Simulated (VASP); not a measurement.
Here is a VASP 6.6.1 calculation.

File INCAR:

```
PREC = Accurate
ENCUT = 750
EDIFF = 1E-6
ISMEAR = 0
SIGMA = 0.05
LREAL = F
LASPH = T
NELM = 120
ALGO = Normal
ISIF = 2
LWAVE = F
LCHARG = F
GGA = PS
NBANDS = 13
GGA_COMPAT = F
```

KPOINTS

```
Automatic mesh
0
Gamma
  8 8 8
```

Contents of POSCAR:

```
Li2Se
1.0
    0.0000000000      2.9325581426      2.9325581426
    2.9325581426      0.0000000000      2.9325581426
    2.9325581426      2.9325581426      0.0000000000
Li Se
2 1
Direct
    0.2500000000      0.2500000000      0.2500000000
    0.7500000000      0.7500000000      0.7500000000
    0.0000000000      0.0000000000      0.0000000000
```

Potentials or basis: VASP PAW PBE potentials, release 64 (Li_sv, Se).

Command:

```bash
$ cat potpaw_PBE.64/Li_sv/POTCAR potpaw_PBE.64/Se/POTCAR > POTCAR
$ mpirun -np 1 vasp_std > vasp.out
```

Q: What does it give for the band gap on the k mesh?

A: 2.77 eV, indirect (least direct gap 3.54 eV).

Q: What does it give for the pressure?

A: 1.6 GPa.

Caveat: the PAW data sets were made with another functional, which shifts forces and pressure a little. A k mesh can miss the band edges.
